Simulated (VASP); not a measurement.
# MnHg (Pm-3m) in VASP: a series of runs

The runs below take MnHg through single point, with PBEsol.

Everything below comes from runs of VASP 6.6.1. Logs are shortened: lines on timing, memory, paths and dates and some standing lists are left out, and cuts for length are marked.

## 1. The cell of the first run

It takes space group Pm-3m (No. 221, cubic). Conventional cell: a = 3.315 Å, b = 3.315 Å, c = 3.315 Å, α = 90.00°, β = 90.00°, γ = 90.00°. Mn (site symmetry m-3m) has 8 Hg at 2.87 Å and 6 Mn at 3.31 to 3.32 Å within 3.8 Å. Hg (site symmetry m-3m) has 8 Mn at 2.87 Å and 6 Hg at 3.31 Å within 3.8 Å.

## 2. Single point, PBEsol, collinear spin, ferromagnetic start

Contents of INCAR:

```
SYSTEM = MnHg
ALGO = Normal
EDIFF = 1E-6
ENCUT = 520
GGA = PS
ISIF = 2
ISMEAR = 0
ISPIN = 2
LASPH = .TRUE.
LCHARG = .FALSE.
LMAXMIX = 4
LORBIT = 11
LREAL = .FALSE.
LWAVE = .FALSE.
MAGMOM = 4.23 0
NBANDS = 24
NELM = 150
PREC = Accurate
SIGMA = 0.15
```

Contents of KPOINTS:

```
k-points
0
G
  16 16 16
  0 0 0
```

Contents of POSCAR:

```
MnHg
1.0
    3.3150000000      0.0000000000      0.0000000000
    0.0000000000      3.3150000000      0.0000000000
    0.0000000000      0.0000000000      3.3150000000
Mn Hg
1 1
Direct
    0.5000000000      0.5000000000      0.5000000000
    0.0000000000      0.0000000000      0.0000000000
```

Potentials or basis: VASP PAW PBE potentials, release 64 (Mn_pv, Hg).

The run is started by

```sh
$ cat potpaw_PBE.64/Mn_pv/POTCAR potpaw_PBE.64/Hg/POTCAR > POTCAR
$ mpirun -np 1 vasp_std > vasp.out
```

OUTCAR:

```text
SYSTEM = MnHg
   EDIFF = 1E-6
   ENCUT = 520
   GGA = PS
   ISIF = 2
   ISMEAR = 0
   ISPIN = 2
   LASPH = .TRUE.
   LORBIT = 11
   LREAL = .FALSE.
   NELM = 150
   PREC = Accurate

 ion  position               nearest neighbor table
   1  0.500  0.500  0.500-   2 2.87   2 2.87   2 2.87   2 2.87   2 2.87   2 2.87   2 2.87   2 2.87

   2  0.000  0.000  0.000-   1 2.87   1 2.87   1 2.87   1 2.87   1 2.87   1 2.87   1 2.87   1 2.87

  LATTYP: Found a simple cubic cell.
 ALAT       =     3.3150000000

  Lattice vectors:

 A1 = (   3.3150000000,   0.0000000000,   0.0000000000)
 A2 = (   0.0000000000,   3.3150000000,   0.0000000000)
 A3 = (   0.0000000000,   0.0000000000,   3.3150000000)

Analysis of symmetry for initial positions (statically):
=====================================================================
 Subroutine PRICEL returns:
 Original cell was already a primitive cell.

 Routine SETGRP: Setting up the symmetry group for a
 simple cubic supercell.

 Subroutine GETGRP returns: Found 48 space group operations
 (whereof 48 operations were pure point group operations)
 out of a pool of 48 trial point group operations.

The static configuration has the point symmetry O_h .

Analysis of symmetry for dynamics (positions and initial velocities):
=====================================================================
 Subroutine PRICEL returns:
 Original cell was already a primitive cell.

 Routine SETGRP: Setting up the symmetry group for a
 simple cubic supercell.

 Subroutine GETGRP returns: Found 48 space group operations
 (whereof 48 operations were pure point group operations)
 out of a pool of 48 trial point group operations.

The dynamic configuration has the point symmetry O_h .

Analysis of structural, dynamic, and magnetic symmetry:
=====================================================================
 Subroutine PRICEL returns:
 Original cell was already a primitive cell.

 Routine SETGRP: Setting up the symmetry group for a
 simple cubic supercell.

 Subroutine GETGRP returns: Found 48 space group operations
 (whereof 48 operations were pure point group operations)
 out of a pool of 48 trial point group operations.

The overall configuration has the point symmetry O_h .

 Subroutine INISYM returns: Found 48 space group operations
 (whereof 48 operations are pure point group operations),
 and found     1 'primitive' translations

----------------------------------------------------------------------------------------

                                     Primitive cell

  volume of cell :      36.4293
[... 107 lines left out ...]
   IMIX   =      4    mixing-type and parameters
     AMIX     =   0.40;   BMIX     =  1.00
     AMIX_MAG =   1.60;   BMIX_MAG =  1.00
  volume/ion in A,a.u.               =      18.21       122.92
  Fermi-wavevector in a.u.,A,eV,Ry     =   1.444014  2.728790 28.370534  2.085175
  Thomas-Fermi vector in A             =   2.562356
   LORBIT       =     11    0 simple, 1 ext, 2 COOP (PROOUT), +10 PAW based schemes
   GGA     = PS    functional components
   LHFCALC =     F    Hartree Fock is set to
   AEXX    =    0.0000 exact exchange contribution
   IVDW    =     0    specifies the selected vdW correction
   LEPSILON=     F    determine dielectric tensor
   LRPA    =     F    only Hartree local field effects (RPA)
 spin polarized calculation
 Gauss-broadening in eV      SIGMA  =   0.15
  energy-cutoff  :      520.00
  volume of cell :       36.43
 maximum number of plane-waves:       996
 NGX is ok and might be reduce to    28
   NGX = 13   NGY = 13   NGZ = 13

 number of electron      25.0000011 magnetization       3.9111079

 Free energy of the ion-electron system (eV)
  ---------------------------------------------------
  ext. energy  EPLUGINS =         0.00000000
  ---------------------------------------------------
  free energy    TOTEN  =        -9.55004875 eV

  energy without entropy =       -9.53058846  energy(sigma->0) =       -9.54031860

 E-fermi :   5.3455     XC(G=0): -11.8384

 val. band max:        5.3449248984   @ k =   0.1875   0.1875   0.0625
 cond. band min:       5.3469496459   @ k =   0.1875   0.0625   0.0625
 fundamental gap:      0.0020247474
 Fermi energy:         5.3454675806

 spin component 1

 k-point     1 :       0.0000    0.0000    0.0000
  band No.  band energies     occupation
      1     -44.6429      1.00000
      2     -44.6429      1.00000
      3     -44.6429      1.00000
      4      -4.3541      1.00000
      5      -2.8849      1.00000
      6      -2.8849      1.00000
[... 637 lines left out ...]
     23      20.4650      0.00000
     24      26.1859      0.00000

 [... further k-points ...]

 spin component 2

 k-point     1 :       0.0000    0.0000    0.0000
  band No.  band energies     occupation
      1     -40.6461      1.00000
      2     -40.6461      1.00000
      3     -40.6461      1.00000
      4      -4.0888      1.00000
      5      -2.8504      1.00000
      6      -2.8504      1.00000
[... 637 lines left out ...]
     23      20.7500      0.00000
     24      26.7639      0.00000

 [... further k-points ...]
[... 5 lines left out ...]
  --------------------------------------------------------------------------------------
  -------------------------------------------------------------------------------------
  Total       -1.0363810     -1.0363810     -1.0363810      0.0000000      0.0000000     -0.0000000
  in kB      -45.5805355    -45.5805355    -45.5805355      0.0000000      0.0000000     -0.0000000
  external PRESSURE =     -45.5805355 kB  Pullay stress =       0.0000000 kB

 VOLUME and BASIS-vectors are now :
 -----------------------------------------------------------------------------
  energy-cutoff  :      520.00
  volume of cell :       36.43
      direct lattice vectors                 reciprocal lattice vectors
     3.315000000  0.000000000  0.000000000     0.301659125  0.000000000  0.000000000
     0.000000000  3.315000000  0.000000000     0.000000000  0.301659125  0.000000000
     0.000000000  0.000000000  3.315000000     0.000000000  0.000000000  0.301659125

 POSITION                                       TOTAL-FORCE (eV/Angst)
 -----------------------------------------------------------------------------------
      1.65750      1.65750      1.65750         0.000000      0.000000      0.000000
      0.00000      0.00000      0.00000         0.000000      0.000000      0.000000
 -----------------------------------------------------------------------------------
    total drift:                                0.000000      0.000000      0.000000

  FREE ENERGIE OF THE ION-ELECTRON SYSTEM (eV)
  ---------------------------------------------------
  free  energy   TOTEN  =        -9.5500487450 eV

  energy  without entropy=       -9.5305884622  energy(sigma->0) =       -9.54031860

 total charge

# of ion       s       p       d       tot
------------------------------------------
    1        0.252   6.175   4.972  11.399
    2        0.814   0.518   9.247  10.579
--------------------------------------------------
tot          1.066   6.693  14.219  21.978

 magnetization (x)

# of ion       s       p       d       tot
------------------------------------------
    1        0.026   0.016   3.769   3.811
    2       -0.042  -0.055   0.046  -0.052
--------------------------------------------------
tot         -0.017  -0.040   3.815   3.759
```

OSZICAR:

```text
N       E                     dE             d eps       ncg     rms          rms(c)
DAV:   1     0.233441525064E+03    0.23344E+03   -0.13721E+04 16016   0.117E+03
DAV:   2    -0.263077048974E+01   -0.23607E+03   -0.22427E+03 16520   0.343E+02
DAV:   3    -0.101625098499E+02   -0.75317E+01   -0.75054E+01 18664   0.689E+01
DAV:   4    -0.102164632949E+02   -0.53953E-01   -0.53950E-01 18000   0.549E+00
DAV:   5    -0.102172596573E+02   -0.79636E-03   -0.79634E-03 19120   0.608E-01    0.104E+01
DAV:   6    -0.978214656164E+01    0.43511E+00   -0.80925E+00 17824   0.212E+01    0.791E+00
DAV:   7    -0.956945666406E+01    0.21269E+00   -0.23658E+00 18256   0.133E+01    0.490E+00
DAV:   8    -0.955426368530E+01    0.15193E-01   -0.66862E-02 17304   0.181E+00    0.266E+00
DAV:   9    -0.955046787274E+01    0.37958E-02   -0.16419E-02 18928   0.872E-01    0.983E-01
DAV:  10    -0.955000496346E+01    0.46291E-03   -0.25226E-03 17720   0.463E-01    0.798E-02
DAV:  11    -0.955004324772E+01   -0.38284E-04   -0.10008E-04 18432   0.944E-02    0.299E-02
DAV:  12    -0.955004595662E+01   -0.27089E-05   -0.97009E-06 18384   0.255E-02    0.149E-02
DAV:  13    -0.955004873845E+01   -0.27818E-05   -0.34921E-06 17048   0.147E-02    0.869E-03
DAV:  14    -0.955004874503E+01   -0.65797E-08   -0.59729E-07  9400   0.721E-03
   1 F= -.95500487E+01 E0= -.95403186E+01  d E =-.194603E-01  mag=     3.9113
```

Run time: 1.7 min. Hardware: 1 thread of Intel Xeon 6975P-C (Granite Rapids), shared host; peak memory 0.33 GiB.

Results:

| Item | Value |
| --- | --- |
| Free energy | -9.5500 eV |
| Pressure | -4.6 GPa |
| Net moment | 3.91 μB per cell |
| Site moments | Mn +3.81; Hg -0.05 μB |
| Valence electrons inside the program's atomic spheres | Mn 11.40; Hg 10.58 |

Caveat: the cell stands under tension; the PAW data sets were made with another functional, which shifts forces and pressure a little; spin-orbit coupling is left out, which moves the levels of the heavy elements.

## 3. Single point, PBEsol, collinear spin, ferromagnetic start

Contents of INCAR:

```
  ALGO = Normal
  EDIFF = 1E-7
  ENCUT = 520
  GGA = PS
  ISIF = 2
  ISMEAR = 0
  ISPIN = 2
  LASPH = True
  LCHARG = True
  LELF = True
  LMAXMIX = 4
  LORBIT = 11
  LREAL = False
  LVHAR = True
  LWAVE = False
  MAGMOM = 4.23 0
  NBANDS = 24
  NELM = 150
  PREC = Accurate
  SIGMA = 0.15
```

Contents of KPOINTS:

```
k-points
0
Gamma
  14 14 14
```

POSCAR is that of step 2.

Potentials or basis: VASP PAW PBE potentials, release 64 (Mn_pv, Hg).

The run is started by

```sh
$ cat potpaw_PBE.64/Mn_pv/POTCAR potpaw_PBE.64/Hg/POTCAR > POTCAR
$ mpirun -np 1 vasp_std > vasp.out
```

Wall time 82 s (1 thread of Intel Xeon 6975P-C (Granite Rapids), shared host); peak memory 0.29 GiB.

Results (log left out):

```
Free energy                                           : -9.5492 eV
Pressure                                              : -4.6 GPa
Net moment                                            : 3.91 μB per cell
Site moments                                          : Mn +3.81; Hg -0.05 μB
Valence electrons inside the program's atomic spheres : Mn 11.40; Hg 10.58
```

Levels at points of the mesh, in eV from the Fermi level:
Spin up:
```tsv
k point	band 12	band 13	band 14	band 15	band 16	band 17
(0.00, 0.00, 0.00)	-2.04	-2.04	-2.04	4.84	4.84	4.84
(0.50, 0.00, 0.00)	-2.74	-2.74	-2.25	-1.55	10.00	10.00
(0.50, 0.50, 0.00)	-2.06	-1.99	-1.71	-1.71	0.62	2.88
(0.50, 0.50, 0.50)	-1.96	-1.96	0.39	4.08	4.08	4.08
```
Spin down:
```csv
k point,band 8,band 9,band 10,band 11,band 12,band 13,band 14,band 15
"(0.00, 0.00, 0.00)",-7.01,-7.01,0.31,0.31,1.49,1.49,1.49,5.25
"(0.50, 0.00, 0.00)",-6.91,-4.97,-4.46,-0.05,0.43,0.43,1.30,2.02
"(0.50, 0.50, 0.00)",-6.46,-3.49,-1.41,-1.41,0.48,1.32,1.32,1.87
"(0.50, 0.50, 0.50)",-6.43,-1.57,-1.57,-1.57,0.31,1.90,1.90,5.56
```

Caveat: the cell stands under tension; the PAW data sets were made with another functional, which shifts forces and pressure a little; spin-orbit coupling is left out, which moves the levels of the heavy elements.

## 4. Single point, PBEsol, collinear spin, ferromagnetic start

Contents of INCAR:

```
PREC = Accurate ; ENCUT = 520
EDIFF = 1E-6 ; ISMEAR = 0
SIGMA = 0.15 ; LREAL = False
LASPH = True ; NELM = 150
ALGO = Normal ; ISIF = 2
LWAVE = False ; LCHARG = True
ISPIN = 2 ; MAGMOM = 4.23 0
LORBIT = 11 ; LMAXMIX = 4
GGA = PS ; LELF = True
LVHAR = True ; NBANDS = 24
```

Contents of KPOINTS:

```
regular mesh
0
Gamma
  16 16 16
```

POSCAR is that of step 3.

Potentials or basis: VASP PAW PBE potentials, release 64 (Mn_pv, Hg).

The run is started by

```sh
$ cat potpaw_PBE.64/Mn_pv/POTCAR potpaw_PBE.64/Hg/POTCAR > POTCAR
$ mpirun -np 1 vasp_std > vasp.out
```

OUTCAR:

```text
PREC = Accurate
   ENCUT = 520
   EDIFF = 1E-6
   ISMEAR = 0
   LREAL = False
   LASPH = True
   NELM = 150
   ISIF = 2
   ISPIN = 2
   LORBIT = 11
   GGA = PS

 ion  position               nearest neighbor table
   1  0.500  0.500  0.500-   2 2.87   2 2.87   2 2.87   2 2.87   2 2.87   2 2.87   2 2.87   2 2.87

   2  0.000  0.000  0.000-   1 2.87   1 2.87   1 2.87   1 2.87   1 2.87   1 2.87   1 2.87   1 2.87

  LATTYP: Found a simple cubic cell.
 ALAT       =     3.3150000000

  Lattice vectors:

 A1 = (   3.3150000000,   0.0000000000,   0.0000000000)
 A2 = (   0.0000000000,   3.3150000000,   0.0000000000)
[... 1511 lines left out ...]

 VOLUME and BASIS-vectors are now :
 -----------------------------------------------------------------------------
  energy-cutoff  :      520.00
  volume of cell :       36.43
      direct lattice vectors                 reciprocal lattice vectors
     3.315000000  0.000000000  0.000000000     0.301659125  0.000000000  0.000000000
     0.000000000  3.315000000  0.000000000     0.000000000  0.301659125  0.000000000
     0.000000000  0.000000000  3.315000000     0.000000000  0.000000000  0.301659125

 POSITION                                       TOTAL-FORCE (eV/Angst)
 -----------------------------------------------------------------------------------
      1.65750      1.65750      1.65750         0.000000      0.000000      0.000000
      0.00000      0.00000      0.00000         0.000000      0.000000      0.000000
 -----------------------------------------------------------------------------------
    total drift:                                0.000000      0.000000      0.000000

  FREE ENERGIE OF THE ION-ELECTRON SYSTEM (eV)
  ---------------------------------------------------
  free  energy   TOTEN  =        -9.5500487450 eV

  energy  without entropy=       -9.5305884622  energy(sigma->0) =       -9.54031860

 total charge

# of ion       s       p       d       tot
------------------------------------------
    1        0.252   6.175   4.972  11.399
    2        0.814   0.518   9.247  10.579
--------------------------------------------------
tot          1.066   6.693  14.219  21.978

 magnetization (x)

# of ion       s       p       d       tot
------------------------------------------
    1        0.026   0.016   3.769   3.811
    2       -0.042  -0.055   0.046  -0.052
--------------------------------------------------
tot         -0.017  -0.040   3.815   3.759
```

Wall time 1.9 min (1 thread of Intel Xeon 6975P-C (Granite Rapids), shared host); peak memory 0.33 GiB.

Results:

| Quantity | Value |
| --- | --- |
| Free energy | -9.5500 eV |
| Pressure | -4.6 GPa |
| Net moment | 3.91 μB per cell |
| Site moments | Mn +3.81; Hg -0.05 μB |
| Valence electrons inside the program's atomic spheres | Mn 11.40; Hg 10.58 |

Levels at points of the mesh, in eV from the Fermi level:
Spin up:
| k point | band 11 | band 12 | band 13 | band 14 | band 15 | band 16 | band 17 | band 18 |
| --- | --- | --- | --- | --- | --- | --- | --- | --- |
| (0.00, 0.00, 0.00) | -2.90 | -2.04 | -2.04 | -2.04 | 4.83 | 4.83 | 4.83 | 8.55 |
| (0.50, 0.00, 0.00) | -3.27 | -2.75 | -2.75 | -2.26 | -1.56 | 10.00 | 10.00 | 10.55 |
| (0.50, 0.50, 0.00) | -2.06 | -2.06 | -1.99 | -1.72 | -1.72 | 0.62 | 2.88 | 11.74 |
| (0.50, 0.50, 0.50) | -3.73 | -1.97 | -1.97 | 0.39 | 4.08 | 4.08 | 4.08 | 4.47 |
Spin down:
```csv
k point,band 9,band 10,band 11,band 12,band 13,band 14
"(0.00, 0.00, 0.00)",-7.02,0.31,0.31,1.48,1.48,1.48
"(0.50, 0.00, 0.00)",-4.97,-4.46,-0.05,0.43,0.43,1.29
"(0.50, 0.50, 0.00)",-3.50,-1.42,-1.42,0.47,1.31,1.31
"(0.50, 0.50, 0.50)",-1.57,-1.57,-1.57,0.30,1.90,1.90
```

Caveat: the cell stands under tension; the PAW data sets were made with another functional, which shifts forces and pressure a little; spin-orbit coupling is left out, which moves the levels of the heavy elements.
